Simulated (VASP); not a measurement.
The system is WS2.

```
W S
1.0
     1.57900    0.91164    6.16333
    -1.57900    0.91164    6.16333
     0.00000   -1.82327    6.16333
W S
1 2
Direct
  0.00000 0.00000 0.00000
  0.24970 0.24970 0.24970
  0.41900 0.41900 0.41900
```

Base run:

| Property | Result |
| --- | --- |
| Program | VASP 6.6.1 |
| Functional | PBEsol |
| Potentials or basis | VASP PAW PBE potentials, release 64 (W_sv, S) |
| Cutoff | 520 eV |
| k mesh | 10 × 10 × 10 |
| Occupations | fermi-dirac, width 0.05 eV |
| Spin | no spin polarisation |

Its results: band gap on the k mesh 1.03 eV (least direct gap 2.24 eV); pressure -0.5 GPa; largest force 0.602 eV/Å.

Task: After a change of settings the same cell gave: band gap on the k mesh 1.08 eV (least direct gap 2.34 eV); pressure -0.5 GPa; largest force 0.599 eV/Å. Which change was it?
A. k mesh from 10 × 10 × 10 to 5 × 5 × 5
B. k mesh from 10 × 10 × 10 to 3 × 3 × 3; further incar settings from ALGO = Normal; EDIFF = 1e-07; NBANDS = 20 to ALGO = Normal; EDIFF = 1e-06; NBANDS = 20
C. k mesh from 10 × 10 × 10 to 4 × 4 × 4; further incar settings from ALGO = Normal; EDIFF = 1e-07; NBANDS = 20 to ALGO = Normal; EDIFF = 1e-06; NBANDS = 20

Result: A.

Caveats: some runs use coarse meshes; the PAW data sets were made with another functional, which shifts forces and pressure a little; spin-orbit coupling is left out, which moves the levels of the heavy elements; an odd mesh through Γ misses points on the zone boundary, where band edges can lie (at least some runs).
